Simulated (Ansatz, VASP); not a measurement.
SiO2 in VASP and in Ansatz

```
Si O
1.0
     4.13020    0.00000    0.00000
     0.00000    4.13020    0.00000
     0.00000    0.00000    2.53360
Si O
2 4
Cartesian
  2.0651 2.0651 1.2668
  0.0000 0.0000 0.0000
  2.8681 2.8681 0.0000
  0.8030 3.3272 1.2668
  1.2621 1.2621 0.0000
  3.3272 0.8030 1.2668
```

Alike in both runs: task single point; functional LDA; k mesh 6 × 6 × 8; occupations gaussian, width 0.05 eV; no spin polarisation.

```csv
,VASP,Ansatz
version,VASP 6.6.1,Ansatz 0.2.0
potentials or method,"VASP PAW LDA potentials, release 64 (Si, O_h), cutoff 910 eV","scalar-relativistic, plane waves, PAW"
valence electrons in the cell,32,32
```

|  | VASP | Ansatz | Ansatz less VASP |
| --- | --- | --- | --- |
| gap on the k mesh at the Fermi level (eV) | 7.12 | 7.10 | -0.019 |
| least direct gap on the mesh (eV) | 7.12 | 7.10 | -0.019 |
| rms of the force components (eV/Å) | 0.155 | 0.140 | -0.0150 |

Ansatz warns that its potentials were made for another functional, while VASP's fit it. LDA's correlation is that of Perdew and Zunger in VASP and of Perdew and Wang (1992) in Ansatz. Atom by atom the forces differ by 0.015 eV/Å (rms over components).

Noted on VASP's run: the cutoff is short for stress, so the pressure is rough.
